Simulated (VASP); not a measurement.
# SiO2 (P6_422) in VASP: further runs

The runs below take SiO2 through single point, with PBE.

Everything below comes from runs of VASP 6.6.1. Logs are shortened: lines on timing, memory, paths and dates and some standing lists are left out, and cuts for length are marked.

## (1) The cell of the first run

It takes space group P6_422 (No. 181, hexagonal). The conventional cell has a = 4.952 Å, b = 4.952 Å, c = 5.417 Å, α = 90.00°, β = 90.00°, γ = 120.00°. Si (site symmetry 222) has 4 O at 1.57 Å within 2.1 Å. O (site symmetry 2) has 2 Si at 1.57 Å within 2.1 Å.

## (2) Single point, PBE (strain -0.030 along x and y, -0.030 along z)

File INCAR:

```
SYSTEM = SiO2
PREC = Accurate
ENCUT = 520
EDIFF = 1E-6
ISMEAR = 0
SIGMA = 0.05
LREAL = .False.
LASPH = .True.
NELM = 100
ALGO = Normal
ISIF = 2
LWAVE = .False.
LCHARG = .True.
GGA = PE
LELF = .True.
LVHAR = .True.
NBANDS = 34
```

File KPOINTS:

```
regular mesh
0
Gamma
  6 6 4
  0 0 0
```

File POSCAR:

```
SiO2
1.0
    4.9522165930      0.0000000000      0.0000000000
   -2.4761082965      4.2887453746      0.0000000000
    0.0000000000      0.0000000000      5.4174953921
Si O
3 6
Direct
    0.0000000000      0.5000000000      0.3333333333
    0.5000000000      0.5000000000      0.6666666667
    0.5000000000      0.0000000000      0.0000000000
    0.5839605948      0.7919802974      0.8333333333
    0.7919802974      0.5839605948      0.5000000000
    0.7919802974      0.2080197026      0.1666666667
    0.4160394052      0.2080197026      0.8333333333
    0.2080197026      0.4160394052      0.5000000000
    0.2080197026      0.7919802974      0.1666666667
```

Potentials or basis: VASP PAW PBE potentials, release 64 (Si, O).

Started as:

```
> cat potpaw_PBE.64/Si/POTCAR potpaw_PBE.64/O/POTCAR > POTCAR
> mpirun -np 1 vasp_std > vasp.out
```

OUTCAR:

```text
SYSTEM = SiO2
   PREC = Accurate
   ENCUT = 520
   EDIFF = 1E-6
   ISMEAR = 0
   LREAL = .False.
   LASPH = .True.
   NELM = 100
   ISIF = 2
   GGA = PE

 ion  position               nearest neighbor table
   1  0.000  0.500  0.333-   6 1.57   9 1.57   8 1.57   5 1.57   3 3.06   3 3.06   2 3.06   2 3.06

   2  0.500  0.500  0.667-   4 1.57   7 1.57   5 1.57   8 1.57   3 3.06   3 3.06   1 3.06   1 3.06

   3  0.500  0.000  0.000-   4 1.57   7 1.57   6 1.57   9 1.57   1 3.06   2 3.06   2 3.06   1 3.06

   4  0.584  0.792  0.833-   2 1.57   3 1.57
   5  0.792  0.584  0.500-   1 1.57   2 1.57
   6  0.792  0.208  0.167-   1 1.57   3 1.57
   7  0.416  0.208  0.833-   2 1.57   3 1.57
   8  0.208  0.416  0.500-   1 1.57   2 1.57
   9  0.208  0.792  0.167-   1 1.57   3 1.57

  LATTYP: Found a hexagonal cell.
 ALAT       =     4.9522165930
 C/A-ratio  =     1.0939536449

  Lattice vectors:

 A1 = (   4.9522165930,   0.0000000000,   0.0000000000)
 A2 = (  -2.4761082965,   4.2887453746,   0.0000000000)
 A3 = (   0.0000000000,   0.0000000000,   5.4174953921)

Analysis of symmetry for initial positions (statically):
=====================================================================
 Subroutine PRICEL returns:
 Original cell was already a primitive cell.

 Routine SETGRP: Setting up the symmetry group for a
 hexagonal supercell.

 Subroutine GETGRP returns: Found 12 space group operations
 (whereof  4 operations were pure point group operations)
 out of a pool of 24 trial point group operations.

The static configuration has the point symmetry D_2 .
 The point group associated with its full space group is D_6 .

Analysis of symmetry for dynamics (positions and initial velocities):
=====================================================================
 Subroutine PRICEL returns:
 Original cell was already a primitive cell.

 Routine SETGRP: Setting up the symmetry group for a
 hexagonal supercell.

 Subroutine GETGRP returns: Found 12 space group operations
 (whereof  4 operations were pure point group operations)
 out of a pool of 24 trial point group operations.

The dynamic configuration has the point symmetry D_2 .
 The point group associated with its full space group is D_6 .

 Subroutine INISYM returns: Found 12 space group operations
 (whereof  4 operations are pure point group operations),
 and found     1 'primitive' translations

[... 109 lines left out ...]
   NFREE  =      0    steps in history (QN), initial steepest desc. (CG)
   ISIF   =      2    stress and relaxation
   ISYM   =      2    0-nonsym 1-usesym 2-fastsym
   POTIM  = 0.5000    time-step for ionic-motion
   TEBEG  =    0.0;   TEEND  =   0.0 temperature during run
   PSTRESS=    0.0 pullay stress
   NELECT =      48.0000    total number of electrons
   NUPDOWN=      -1.0000    fix difference up-down
   EMIN   =  10.00;   EMAX   =-10.00  energy-range for DOS
   EFERMI =   0.00;   METHOD = LEGACY
   ISMEAR =     0;   SIGMA  =   0.05  broadening in eV -4-tet -1-fermi 0-gaus
   EFERMI_NEDOS =   21; number of points for ismear=-14 and -15
   IALGO  =     38    algorithm
   IMIX   =      4    mixing-type and parameters
     AMIX     =   0.40;   BMIX     =  1.00
     AMIX_MAG =   1.60;   BMIX_MAG =  1.00
  volume/ion in A,a.u.               =      12.78        86.27
  Fermi-wavevector in a.u.,A,eV,Ry     =   1.223242  2.311592 20.358687  1.496321
  Thomas-Fermi vector in A             =   2.358360
   LORBIT       =      0    0 simple, 1 ext, 2 COOP (PROOUT), +10 PAW based schemes
   GGA     = PE    functional components
   LHFCALC =     F    Hartree Fock is set to
   AEXX    =    0.0000 exact exchange contribution
   IVDW    =     0    specifies the selected vdW correction
   LEPSILON=     F    determine dielectric tensor
   LRPA    =     F    only Hartree local field effects (RPA)
 non-spin polarized calculation
 Gauss-broadening in eV      SIGMA  =   0.05
  energy-cutoff  :      520.00
  volume of cell :      115.06
 maximum number of plane-waves:      3128
 NGX is ok and might be reduce to    40
   NGX = 19   NGY = 19   NGZ = 21

 number of electron      47.9999999 magnetization

 Free energy of the ion-electron system (eV)
  ---------------------------------------------------
  ext. energy  EPLUGINS =         0.00000000
  ---------------------------------------------------
  free energy    TOTEN  =       -70.49509454 eV

  energy without entropy =      -70.49509454  energy(sigma->0) =      -70.49509454

 E-fermi :   1.3037     XC(G=0):  -8.9883

 val. band max:        1.0124436492   @ k =   0.5000   0.0000   0.0000
 cond. band min:       7.0612730251   @ k =   0.0000   0.0000   0.0000
 fundamental gap:      6.0488293758
 Fermi energy:         1.3037191650

 k-point     1 :       0.0000    0.0000    0.0000
  band No.  band energies     occupation
      1     -18.7701      2.00000
      2     -17.1856      2.00000
      3     -17.1855      2.00000
      4     -16.5333      2.00000
      5     -16.4819      2.00000
      6     -16.4819      2.00000
[... 766 lines left out ...]
     33      12.8701      0.00000
     34      12.9295      0.00000

------------------------ aborting loop because EDIFF is reached ----------------------------------------

  FORCE on cell =-STRESS in cart. coord.  units (eV):
  Direction    XX          YY          ZZ          XY          YZ          ZX
  --------------------------------------------------------------------------------------
  -------------------------------------------------------------------------------------
  Total       13.7831958     13.7831958     13.8923513      0.0000000      0.0000000      0.0000000
  in kB      191.9252271    191.9252271    193.4451720      0.0000000      0.0000000      0.0000000
  external PRESSURE =     192.4318754 kB  Pullay stress =       0.0000000 kB

 VOLUME and BASIS-vectors are now :
 -----------------------------------------------------------------------------
  energy-cutoff  :      520.00
  volume of cell :      115.06
      direct lattice vectors                 reciprocal lattice vectors
     4.952216593  0.000000000  0.000000000     0.201929779  0.116584212  0.000000000
    -2.476108297  4.288745375  0.000000000     0.000000000  0.233168424  0.000000000
     0.000000000  0.000000000  5.417495392     0.000000000  0.000000000  0.184587144

 POSITION                                       TOTAL-FORCE (eV/Angst)
 -----------------------------------------------------------------------------------
     -1.23805      2.14437      1.80583        -0.000000     -0.000000     -0.000000
      1.23805      2.14437      3.61166        -0.000000     -0.000000     -0.000000
      2.47611      0.00000      0.00000        -0.000000     -0.000000     -0.000000
      0.93087      3.39660      4.51458         0.656211      0.378863     -0.000000
      2.47611      2.50446      2.70875         0.000000      0.757727     -0.000000
      3.40698      0.89214      0.90292         0.656211     -0.378863      0.000000
      1.54524      0.89214      4.51458        -0.656211     -0.378863      0.000000
     -0.00000      1.78429      2.70875        -0.000000     -0.757727     -0.000000
     -0.93087      3.39660      0.90292        -0.656211      0.378863      0.000000
 -----------------------------------------------------------------------------------
    total drift:                               -0.000000     -0.000000      0.000000

  FREE ENERGIE OF THE ION-ELECTRON SYSTEM (eV)
  ---------------------------------------------------
  free  energy   TOTEN  =       -70.4950945387 eV

  energy  without entropy=      -70.4950945387  energy(sigma->0) =      -70.49509454
```

stdout:

```text
POSCAR found type information on POSCAR SiO
 POSCAR found :  2 types and       9 ions
 scaLAPACK will be used
 LDA part: xc-table for (Slater+PW92), standard interpolation
 POSCAR, INCAR and KPOINTS ok, starting setup
 FFT: planning ... GRIDC
 FFT: planning ... GRID_SOFT
 FFT: planning ... GRID
 WAVECAR not read
 entering main loop
```

It took 2.8 min on 1 thread of AMD EPYC 7R13, shared host; peak memory 0.22 GiB.

What came out:

- Free energy: -70.4951 eV
- Pressure: 19.2 GPa
- Largest force: 0.758 eV/Å
- Band gap on the k mesh: 6.05 eV, indirect (least direct gap 6.25 eV)

Forces in eV/Å, atoms in the order of the input:
```
Si   0.000  0.000  0.000
Si   0.000  0.000  0.000
Si   0.000  0.000  0.000
O    0.656  0.379  0.000
O    0.000  0.758  0.000
O    0.656 -0.379  0.000
O   -0.656 -0.379  0.000
O    0.000 -0.758  0.000
O   -0.656  0.379  0.000
```

Stress tensor (GPa, compression positive):
```
19.19  0.00  0.00
 0.00 19.19  0.00
 0.00  0.00 19.34
```

Caveat: the cell differs from its parent crystal (strain -0.030 along x and y, -0.030 along z). A k mesh can miss the band edges.

## (3) Single point, PBE (strain -0.030 along x and y, -0.015 along z)

File INCAR:

```
ALGO = Normal
EDIFF = 1E-7
ENCUT = 520
GGA = PE
ISIF = 2
ISMEAR = 0
LASPH = T
LCHARG = F
LREAL = F
LWAVE = F
NBANDS = 34
NELM = 100
PREC = Accurate
SIGMA = 0.05
```

File KPOINTS:

```
k-points
0
Gamma
  6 6 4
```

Changes to POSCAR since step 2:

```diff
@@ -4,3 +4,3 @@
    -2.4761082965      4.2887453746      0.0000000000
-    0.0000000000      0.0000000000      5.4174953921
+    0.0000000000      0.0000000000      5.5012710941
 Si O
```

Potentials or basis: VASP PAW PBE potentials, release 64 (Si, O).

Started as:

```
> cat potpaw_PBE.64/Si/POTCAR potpaw_PBE.64/O/POTCAR > POTCAR
> mpirun -np 1 vasp_std > vasp.out
```

OUTCAR:

```text
EDIFF = 1E-7
   ENCUT = 520
   GGA = PE
   ISIF = 2
   ISMEAR = 0
   LASPH = T
   LREAL = F
   NELM = 100
   PREC = Accurate

 ion  position               nearest neighbor table
   1  0.000  0.500  0.333-   6 1.58   9 1.58   8 1.58   5 1.58   3 3.08   3 3.08   2 3.08   2 3.08

   2  0.500  0.500  0.667-   4 1.58   7 1.58   5 1.58   8 1.58   3 3.08   3 3.08   1 3.08   1 3.08

   3  0.500  0.000  0.000-   4 1.58   7 1.58   6 1.58   9 1.58   1 3.08   2 3.08   2 3.08   1 3.08

   4  0.584  0.792  0.833-   2 1.58   3 1.58
   5  0.792  0.584  0.500-   1 1.58   2 1.58
   6  0.792  0.208  0.167-   1 1.58   3 1.58
   7  0.416  0.208  0.833-   2 1.58   3 1.58
   8  0.208  0.416  0.500-   1 1.58   2 1.58
   9  0.208  0.792  0.167-   1 1.58   3 1.58

  LATTYP: Found a hexagonal cell.
 ALAT       =     4.9522165930
 C/A-ratio  =     1.1108704538

  Lattice vectors:

 A1 = (   4.9522165930,   0.0000000000,   0.0000000000)
 A2 = (  -2.4761082965,   4.2887453746,   0.0000000000)
 A3 = (   0.0000000000,   0.0000000000,   5.5012710941)

Analysis of symmetry for initial positions (statically):
=====================================================================
 Subroutine PRICEL returns:
 Original cell was already a primitive cell.

 Routine SETGRP: Setting up the symmetry group for a
 hexagonal supercell.

 Subroutine GETGRP returns: Found 12 space group operations
 (whereof  4 operations were pure point group operations)
 out of a pool of 24 trial point group operations.

The static configuration has the point symmetry D_2 .
 The point group associated with its full space group is D_6 .

Analysis of symmetry for dynamics (positions and initial velocities):
=====================================================================
 Subroutine PRICEL returns:
 Original cell was already a primitive cell.

[... 141 lines left out ...]
  Thomas-Fermi vector in A             =   2.352336
   LORBIT       =      0    0 simple, 1 ext, 2 COOP (PROOUT), +10 PAW based schemes
   GGA     = PE    functional components
   LHFCALC =     F    Hartree Fock is set to
   AEXX    =    0.0000 exact exchange contribution
   IVDW    =     0    specifies the selected vdW correction
   LEPSILON=     F    determine dielectric tensor
   LRPA    =     F    only Hartree local field effects (RPA)
 non-spin polarized calculation
 Gauss-broadening in eV      SIGMA  =   0.05
  energy-cutoff  :      520.00
  volume of cell :      116.84
 maximum number of plane-waves:      3162
 NGX is ok and might be reduce to    40
   NGX = 19   NGY = 19   NGZ = 21

 number of electron      47.9999997 magnetization

 Free energy of the ion-electron system (eV)
  ---------------------------------------------------
  ext. energy  EPLUGINS =         0.00000000
  ---------------------------------------------------
  free energy    TOTEN  =       -70.68846925 eV

  energy without entropy =      -70.68846925  energy(sigma->0) =      -70.68846925

 E-fermi :   1.2270     XC(G=0):  -8.9238

 val. band max:        0.9138198255   @ k =   0.0000   0.0000   0.5000
 cond. band min:       6.8776065212   @ k =   0.0000   0.0000   0.0000
 fundamental gap:      5.9637866957
 Fermi energy:         1.2269932044

 k-point     1 :       0.0000    0.0000    0.0000
  band No.  band energies     occupation
      1     -18.7975      2.00000
      2     -17.2637      2.00000
      3     -17.2637      2.00000
      4     -16.5852      2.00000
      5     -16.5394      2.00000
      6     -16.5394      2.00000
[... 766 lines left out ...]
     33      12.6910      0.00000
     34      12.7210      0.00000

------------------------ aborting loop because EDIFF is reached ----------------------------------------

  FORCE on cell =-STRESS in cart. coord.  units (eV):
  Direction    XX          YY          ZZ          XY          YZ          ZX
  --------------------------------------------------------------------------------------
  -------------------------------------------------------------------------------------
  Total       11.4851270     11.4851270     10.9655756      0.0000000      0.0000000      0.0000000
  in kB      157.4901674    157.4901674    150.3658026      0.0000000      0.0000000      0.0000000
  external PRESSURE =     155.1153791 kB  Pullay stress =       0.0000000 kB

 VOLUME and BASIS-vectors are now :
 -----------------------------------------------------------------------------
  energy-cutoff  :      520.00
  volume of cell :      116.84
      direct lattice vectors                 reciprocal lattice vectors
     4.952216593  0.000000000  0.000000000     0.201929779  0.116584212  0.000000000
    -2.476108297  4.288745375  0.000000000     0.000000000  0.233168424  0.000000000
     0.000000000  0.000000000  5.501271094     0.000000000  0.000000000  0.181776172

 POSITION                                       TOTAL-FORCE (eV/Angst)
 -----------------------------------------------------------------------------------
     -1.23805      2.14437      1.83376         0.000000     -0.000000     -0.000000
      1.23805      2.14437      3.66751         0.000000     -0.000000     -0.000000
      2.47611      0.00000      0.00000         0.000000     -0.000000      0.000000
      0.93087      3.39660      4.58439         0.544835      0.314561     -0.000000
      2.47611      2.50446      2.75064         0.000000      0.629121      0.000000
      3.40698      0.89214      0.91688         0.544835     -0.314561     -0.000000
      1.54524      0.89214      4.58439        -0.544835     -0.314561     -0.000000
     -0.00000      1.78429      2.75064         0.000000     -0.629121     -0.000000
     -0.93087      3.39660      0.91688        -0.544835      0.314561      0.000000
 -----------------------------------------------------------------------------------
    total drift:                                0.000000     -0.000000     -0.000001

  FREE ENERGIE OF THE ION-ELECTRON SYSTEM (eV)
  ---------------------------------------------------
  free  energy   TOTEN  =       -70.6884692518 eV

  energy  without entropy=      -70.6884692518  energy(sigma->0) =      -70.68846925
```

Wall time 3.1 min (1 thread of AMD EPYC 7R13, shared host); peak memory 0.23 GiB.

What came out:

```yaml
Free_energy: -70.6885 eV
Pressure: 15.5 GPa
Largest_force: 0.629 eV/Å
Band_gap_on_the_k_mesh: 5.96 eV, indirect (least direct gap 6.13 eV)
```

Forces on the atoms (eV/Å):
```
Si   0.000  0.000  0.000
Si   0.000  0.000  0.000
Si   0.000  0.000  0.000
O    0.545  0.315  0.000
O    0.000  0.629  0.000
O    0.545 -0.315  0.000
O   -0.545 -0.315  0.000
O    0.000 -0.629  0.000
O   -0.545  0.315  0.000
```

Caveat: the cell differs from its parent crystal (strain -0.030 along x and y, -0.015 along z).

(Part 1 of 2 ends here.)
